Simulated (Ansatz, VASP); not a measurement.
## One calculation of BaF2, two programs

```xyz
3
Lattice="0.0000 3.0972 3.0972 3.0972 0.0000 3.0972 3.0972 3.0972 0.0000" Properties=species:S:1:pos:R:3 pbc="T T T"
Ba    0.0000    0.0000    0.0000
F     1.5486    1.5486    1.5486
F     4.6457    4.6457    4.6457
```

Alike in both runs: task single point; functional PBEsol; k mesh 6 × 6 × 6; no spin polarisation.

|  | VASP | Ansatz |
| --- | --- | --- |
| version | VASP 6.6.1 | Ansatz 0.2.0 |
| potentials or method | VASP PAW PBE potentials, release 64 (Ba_sv, F) | plane waves |
| plane-wave cutoff (eV) | 600 | 420 |
| occupations | methfessel-paxton of order 1, width 0.05 eV | cold, width 0.05 eV |
| valence electrons in the cell | 24 | 24 |

VASP gave:

* gap on the k mesh at the Fermi level (eV): 6.65
* pressure (GPa): -0.5

Task: What did Ansatz give for the same quantities?

Result: gap on the k mesh at the Fermi level (eV): 6.74; pressure (GPa): -1.6.

VASP's potentials were made for PBE, not for PBEsol.

Neither program's run includes spin-orbit coupling.
